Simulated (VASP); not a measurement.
# ZrB2 (P6/mmm) in VASP: further runs

The runs below take ZrB2 through single point, with LDA.

Everything below comes from runs of VASP 6.6.1. Logs are shortened: lines on timing, memory, paths and dates and some standing lists are left out, and cuts for length are marked.

### 1 The cell of the first run

Symmetry: P6/mmm, No. 191, hexagonal system. The conventional cell has a = 3.153 Å, b = 3.153 Å, c = 3.305 Å, α = 90.00°, β = 90.00°, γ = 120.00°. Within 3.2 Å of Zr (site symmetry 6/mmm) lie 12 B at 2.46 Å and 6 Zr at 3.15 Å. Within 2.4 Å of B (site symmetry -6m2) lie 3 B at 1.82 Å.

### 2 Single point, LDA (volume 9.488 Å^3 an atom, c/a of the conventional cell 1.0482)

The input, INCAR:

```
PREC = Accurate ; ENCUT = 520
EDIFF = 1E-6 ; ISMEAR = 0
SIGMA = 0.15 ; LREAL = False
LASPH = True ; NELM = 80
ALGO = Normal ; ISIF = 2
LWAVE = False ; LCHARG = True
LELF = True ; LVHAR = True
NBANDS = 16
```

The input, KPOINTS:

```
Automatic mesh
0
Gamma
  18 18 12
```

The input, POSCAR:

```
ZrB2
1.0
    3.1533611633      0.0000000000      0.0000000000
   -1.5766805817      2.7308908747      0.0000000000
    0.0000000000      0.0000000000      3.3053531713
Zr B
1 2
Direct
    0.0000000000      0.0000000000      0.0000000000
    0.3333333333      0.6666666667      0.5000000000
    0.6666666667      0.3333333333      0.5000000000
```

Potentials or basis: VASP PAW LDA potentials, release 64 (Zr_sv, B).

On the command line:

```console
$ cat potpaw_LDA.64/Zr_sv/POTCAR potpaw_LDA.64/B/POTCAR > POTCAR
$ mpirun -np 1 vasp_std > vasp.out
```

OUTCAR:

```text
PREC = Accurate
   ENCUT = 520
   EDIFF = 1E-6
   ISMEAR = 0
   LREAL = False
   LASPH = True
   NELM = 80
   ISIF = 2

 ion  position               nearest neighbor table
   1  0.000  0.000  0.000-   2 2.46   3 2.46   2 2.46   3 2.46   3 2.46   3 2.46   2 2.46   2 2.46
                             3 2.46   3 2.46   2 2.46   2 2.46
   2  0.333  0.667  0.500-   3 1.82   3 1.82   3 1.82   1 2.46   1 2.46   1 2.46   1 2.46   1 2.46
                             1 2.46
   3  0.667  0.333  0.500-   2 1.82   2 1.82   2 1.82   1 2.46   1 2.46   1 2.46   1 2.46   1 2.46
                             1 2.46

  LATTYP: Found a hexagonal cell.
 ALAT       =     3.1533611633
 C/A-ratio  =     1.0482000000

  Lattice vectors:

 A1 = (   3.1533611633,   0.0000000000,   0.0000000000)
 A2 = (  -1.5766805817,   2.7308908747,   0.0000000000)
 A3 = (   0.0000000000,   0.0000000000,   3.3053531713)

Analysis of symmetry for initial positions (statically):
=====================================================================
 Subroutine PRICEL returns:
 Original cell was already a primitive cell.

 Routine SETGRP: Setting up the symmetry group for a
 hexagonal supercell.

 Subroutine GETGRP returns: Found 24 space group operations
 (whereof 24 operations were pure point group operations)
 out of a pool of 24 trial point group operations.

The static configuration has the point symmetry D_6h.

Analysis of symmetry for dynamics (positions and initial velocities):
=====================================================================
 Subroutine PRICEL returns:
 Original cell was already a primitive cell.

 Routine SETGRP: Setting up the symmetry group for a
 hexagonal supercell.

 Subroutine GETGRP returns: Found 24 space group operations
 (whereof 24 operations were pure point group operations)
 out of a pool of 24 trial point group operations.

The dynamic configuration has the point symmetry D_6h.

 Subroutine INISYM returns: Found 24 space group operations
 (whereof 24 operations are pure point group operations),
 and found     1 'primitive' translations

----------------------------------------------------------------------------------------

                                     Primitive cell

  volume of cell :      28.4640

  direct lattice vectors                    reciprocal lattice vectors
     3.153361163  0.000000000  0.000000000     0.317121937  0.183090436  0.000000000
    -1.576680582  2.730890875  0.000000000     0.000000000  0.366180871  0.000000000
     0.000000000  0.000000000  3.305353171     0.000000000  0.000000000  0.302539532

  length of vectors
     3.153361163  3.153361163  3.305353171     0.366180871  0.366180871  0.302539532

  position of ions in fractional coordinates (direct lattice)
     0.000000000  0.000000000  0.000000000
     0.333333333  0.666666667  0.500000000
     0.666666667  0.333333333  0.500000000

  ion indices of the primitive-cell ions
   primitive index   ion index
                 1           1
                 2           2
                 3           3

----------------------------------------------------------------------------------------

 KPOINTS: Automatic mesh

Automatic generation of k-mesh.
 Grid dimensions read from file:
 generate k-points for:   18   18   12

 Generating k-lattice:

  Cartesian coordinates                     Fractional coordinates (reciprocal lattice)
     0.017617885  0.010171691  0.000000000     0.055555556  0.000000000  0.000000000
     0.000000000  0.020343382  0.000000000     0.000000000  0.055555556  0.000000000
     0.000000000  0.000000000  0.025211628     0.000000000  0.000000000  0.083333333

  Length of vectors
     0.020343382  0.020343382  0.025211628

  Shift w.r.t. Gamma in fractional coordinates (k-lattice)
     0.000000000  0.000000000  0.000000000

 Subroutine IBZKPT returns following result:
 ===========================================

 Found    259 irreducible k-points:

 Following reciprocal coordinates:
            Coordinates               Weight
  0.000000  0.000000  0.000000      1.000000
  0.055556  0.000000  0.000000      6.000000
  0.111111  0.000000  0.000000      6.000000
  0.166667  0.000000  0.000000      6.000000
  0.222222 -0.000000  0.000000      6.000000
  0.277778  0.000000  0.000000      6.000000
[... 16 lines left out ...]
  0.333333  0.111111  0.000000     12.000000
  0.388889  0.111111  0.000000     12.000000
 [... further k-points ...]
   k-points           NKPTS =    259   k-points in BZ     NKDIM =    259   number of bands    NBANDS=     16
   number of dos      NEDOS =    301   number of ions     NIONS =      3
   total plane-waves  NPLWV =  16128
   dimension x,y,z NGX =    24 NGY =   24 NGZ =   28
   dimension x,y,z NGXF=    48 NGYF=   48 NGZF=   56
   ions per type =               1   2
   NGX,Y,Z   is equivalent  to a cutoff of  12.65, 12.65, 14.08 a.u.
   NGXF,Y,Z  is equivalent  to a cutoff of  25.31, 25.31, 28.17 a.u.
 SYSTEM =  unknown system
   PREC   = accura    normal or accurate (medium, high low for compatibility)
   ISTART =      0    job   : 0-new  1-cont  2-samecut
   ICHARG =      2    charge: 1-file 2-atom 10-const
   ISPIN  =      1    spin polarized calculation?
   LNONCOLLINEAR =      F non collinear calculations
   LSORBIT =      F    spin-orbit coupling
   LASPH  =      T    aspherical Exc in radial PAW
   ENCUT  =  520.0 eV  38.22 Ry    6.18 a.u.   5.86  5.86  6.15*2*pi/ulx,y,z
   NELM   =     80;   NELMIN=  2; NELMDL= -5     # of ELM steps
   EDIFF  = 0.1E-05   stopping-criterion for ELM
   LREAL  =      F    real-space projection
   EDIFFG = 0.1E-04   stopping-criterion for IOM
   NSW    =      0    number of steps for IOM
   IBRION =     -1    ionic relax: 0-MD 1-quasi-New 2-CG
   NFREE  =      0    steps in history (QN), initial steepest desc. (CG)
   ISIF   =      2    stress and relaxation
   ISYM   =      2    0-nonsym 1-usesym 2-fastsym
   POTIM  = 0.5000    time-step for ionic-motion
   TEBEG  =    0.0;   TEEND  =   0.0 temperature during run
   PSTRESS=    0.0 pullay stress
   NELECT =      18.0000    total number of electrons
   NUPDOWN=      -1.0000    fix difference up-down
   EMIN   =  10.00;   EMAX   =-10.00  energy-range for DOS
   EFERMI =   0.00;   METHOD = LEGACY
   ISMEAR =     0;   SIGMA  =   0.15  broadening in eV -4-tet -1-fermi 0-gaus
   EFERMI_NEDOS =   21; number of points for ismear=-14 and -15
   IALGO  =     38    algorithm
   IMIX   =      4    mixing-type and parameters
     AMIX     =   0.40;   BMIX     =  1.00
     AMIX_MAG =   1.60;   BMIX_MAG =  1.00
  volume/ion in A,a.u.               =       9.49        64.03
  Fermi-wavevector in a.u.,A,eV,Ry     =   1.405186  2.655416 26.865337  1.974547
  Thomas-Fermi vector in A             =   2.527672
   LORBIT       =      0    0 simple, 1 ext, 2 COOP (PROOUT), +10 PAW based schemes
   GGA     = CA    functional components
   LHFCALC =     F    Hartree Fock is set to
   AEXX    =    0.0000 exact exchange contribution
   IVDW    =     0    specifies the selected vdW correction
   LEPSILON=     F    determine dielectric tensor
   LRPA    =     F    only Hartree local field effects (RPA)
 non-spin polarized calculation
 Gauss-broadening in eV      SIGMA  =   0.15
  energy-cutoff  :      520.00
  volume of cell :       28.46
 maximum number of plane-waves:       782
 NGX is ok and might be reduce to    24
   NGX = 11   NGY = 11   NGZ = 13

 number of electron      18.0000000 magnetization

 Free energy of the ion-electron system (eV)
  ---------------------------------------------------
  ext. energy  EPLUGINS =         0.00000000
  ---------------------------------------------------
  free energy    TOTEN  =       -27.36057069 eV

  energy without entropy =      -27.35784424  energy(sigma->0) =      -27.35920746

 E-fermi :  11.3676     XC(G=0): -12.9551

 val. band max:       11.3528959964   @ k =   0.0556   0.0556   0.4167
 cond. band min:      11.3817071659   @ k =   0.0556   0.0556   0.5000
 fundamental gap:      0.0288111695
 Fermi energy:        11.3675592984

 k-point     1 :       0.0000    0.0000    0.0000
  band No.  band energies     occupation
      1     -36.6519      2.00000
      2     -14.9744      2.00000
      3     -14.4584      2.00000
      4     -14.4584      2.00000
      5      -1.4547      2.00000
      6       8.1323      2.00000
[... 8 lines left out ...]
     15      16.4517      0.00000
     16      16.4517      0.00000

 k-point     2 :       0.0556    0.0000    0.0000
  band No.  band energies     occupation
      1     -36.6479      2.00000
      2     -14.9686      2.00000
      3     -14.4940      2.00000
      4     -14.4660      2.00000
      5      -1.3877      2.00000
      6       7.9629      2.00000
[... 8 lines left out ...]
     15      17.1970      0.00000
     16      17.2710      0.00000

 k-point     3 :       0.1111    0.0000    0.0000
  band No.  band energies     occupation
      1     -36.6364      2.00000
      2     -14.9518      2.00000
      3     -14.5954      2.00000
      4     -14.4880      2.00000
      5      -1.1916      2.00000
      6       7.5116      2.00000
[... 8 lines left out ...]
     15      17.8319      0.00000
     16      18.2471      0.00000

 k-point     4 :       0.1667    0.0000    0.0000
  band No.  band energies     occupation
      1     -36.6187      2.00000
      2     -14.9259      2.00000
      3     -14.7472      2.00000
      4     -14.5213      2.00000
      5      -0.8790      2.00000
      6       6.8926      2.00000
[... 8 lines left out ...]
     15      18.2967      0.00000
     16      18.4067      0.00000
[... 324 lines left out ...]
 k-point    22 :       0.2778    0.1111    0.0000
  band No.  band energies     occupation
      1     -36.5456      2.00000
      2     -15.2793      2.00000
      3     -14.8188      2.00000
      4     -14.7117      2.00000
      5       0.7441      2.00000
      6       4.8124      2.00000
[... 8 lines left out ...]
     15      19.9606      0.00000
     16      21.7249      0.00000

 k-point    23 :       0.3333    0.1111    0.0000
  band No.  band energies     occupation
      1     -36.5286      2.00000
      2     -15.3963      2.00000
      3     -14.7938      2.00000
      4     -14.7537      2.00000
      5       1.3407      2.00000
      6       4.1495      2.00000
[... 8 lines left out ...]
     15      20.9560      0.00000
     16      21.4004      0.00000

 k-point    24 :       0.3889    0.1111    0.0000
  band No.  band energies     occupation
      1     -36.5174      2.00000
      2     -15.4716      2.00000
      3     -14.7809      2.00000
      4     -14.7774      2.00000
      5       1.9484      2.00000
      6       3.5034      2.00000
[... 8 lines left out ...]
     15      20.8101      0.00000
     16      21.7526      0.00000

 [... further k-points ...]
[... 5 lines left out ...]
  --------------------------------------------------------------------------------------
  -------------------------------------------------------------------------------------
  Total        0.8098856      0.8098856      4.6821914     -0.0000000      0.0000000      0.0000000
  in kB       45.5867179     45.5867179    263.5504797     -0.0000000      0.0000000      0.0000000
  external PRESSURE =     118.2413052 kB  Pullay stress =       0.0000000 kB

 VOLUME and BASIS-vectors are now :
 -----------------------------------------------------------------------------
  energy-cutoff  :      520.00
  volume of cell :       28.46
      direct lattice vectors                 reciprocal lattice vectors
     3.153361163  0.000000000  0.000000000     0.317121937  0.183090436  0.000000000
    -1.576680582  2.730890875  0.000000000     0.000000000  0.366180871  0.000000000
     0.000000000  0.000000000  3.305353171     0.000000000  0.000000000  0.302539532

 POSITION                                       TOTAL-FORCE (eV/Angst)
 -----------------------------------------------------------------------------------
      0.00000      0.00000      0.00000         0.000000      0.000000     -0.000000
     -0.00000      1.82059      1.65268        -0.000000      0.000000     -0.000000
      1.57668      0.91030      1.65268         0.000000     -0.000000      0.000000
 -----------------------------------------------------------------------------------
    total drift:                               -0.000000      0.000000     -0.000000

  FREE ENERGIE OF THE ION-ELECTRON SYSTEM (eV)
  ---------------------------------------------------
  free  energy   TOTEN  =       -27.3605706901 eV

  energy  without entropy=      -27.3578442388  energy(sigma->0) =      -27.35920746
```

It took 52 s on 1 thread of Intel Xeon Platinum 8488C (Sapphire Rapids), shared host; peak memory 0.22 GiB.

What came out:

```
Free energy            : -27.3606 eV
Pressure               : 11.8 GPa
Band gap on the k mesh : zero (band 9 reaches 12.02 eV, above the bottom of band 10 at 10.99 eV)
```

Levels at points of the mesh, in eV from the Fermi level:
```tsv
k point	band 5	band 6	band 7	band 8	band 9	band 10	band 11	band 12	band 13	band 14
(0.00, 0.00, 0.00)	-12.82	-3.24	-3.24	-2.65	-1.74	3.72	3.72	4.62	5.06	5.06
(0.50, 0.00, 0.00)	-9.24	-8.34	-3.72	-3.21	-2.97	2.61	2.62	4.91	5.37	7.21
(0.00, 0.00, 0.50)	-10.18	-7.11	-1.26	-1.26	-0.26	-0.26	0.79	0.79	3.13	4.60
(0.50, 0.00, 0.50)	-10.20	-6.73	-5.17	-4.42	-1.85	4.38	4.89	5.54	7.40	7.74
```

### 3 Single point, LDA (volume 9.488 Å^3 an atom, c/a of the conventional cell 1.1834)

The input, INCAR:

```
PREC = Accurate
ENCUT = 520
EDIFF = 1E-6
ISMEAR = 0
SIGMA = 0.15
LREAL = False
LASPH = True
NELM = 60
ALGO = Normal
ISIF = 2
LWAVE = False
LCHARG = True
GGA = CA
LELF = True
LVHAR = True
NBANDS = 16
```

The input, KPOINTS:

```
regular mesh
0
Gamma
  18 18 12
```

The input, POSCAR:

```
ZrB2
1.0
    3.0283861039      0.0000000000      0.0000000000
   -1.5141930520      2.6226592984      0.0000000000
    0.0000000000      0.0000000000      3.5837921153
Zr B
1 2
Direct
    0.0000000000      0.0000000000      0.0000000000
    0.3333333333      0.6666666667      0.5000000000
    0.6666666667      0.3333333333      0.5000000000
```

Potentials or basis: VASP PAW LDA potentials, release 64 (Zr_sv, B).

On the command line:

```console
$ cat potpaw_LDA.64/Zr_sv/POTCAR potpaw_LDA.64/B/POTCAR > POTCAR
$ mpirun -np 1 vasp_std > vasp.out
```

It took 57 s on 1 thread of Intel Xeon Platinum 8488C (Sapphire Rapids), shared host; peak memory 0.22 GiB.

The run converged. Its results:

| Quantity | Value |
| --- | --- |
| Free energy | -27.3485 eV |
| Pressure | 13.2 GPa |
| Band gap on the k mesh | zero (band 9 reaches 12.17 eV, above the bottom of band 10 at 10.59 eV) |

Stress tensor (GPa, compression positive):
```
21.16  0.00  0.00
 0.00 21.16  0.00
 0.00  0.00 -2.82
```

Levels at points of the mesh, in eV from the Fermi level:
```tsv
k point	band 7	band 8	band 9	band 10	band 11	band 12
(0.00, 0.00, 0.00)	-2.71	-2.34	-2.34	3.79	3.79	4.03
(0.50, 0.00, 0.00)	-4.52	-3.00	-2.91	2.24	2.46	5.56
(0.00, 0.00, 0.50)	-0.70	-0.70	0.83	0.83	0.93	0.95
(0.50, 0.00, 0.50)	-4.56	-4.35	-1.66	3.36	4.87	6.08
```

(Continued in part 2 of 2.)
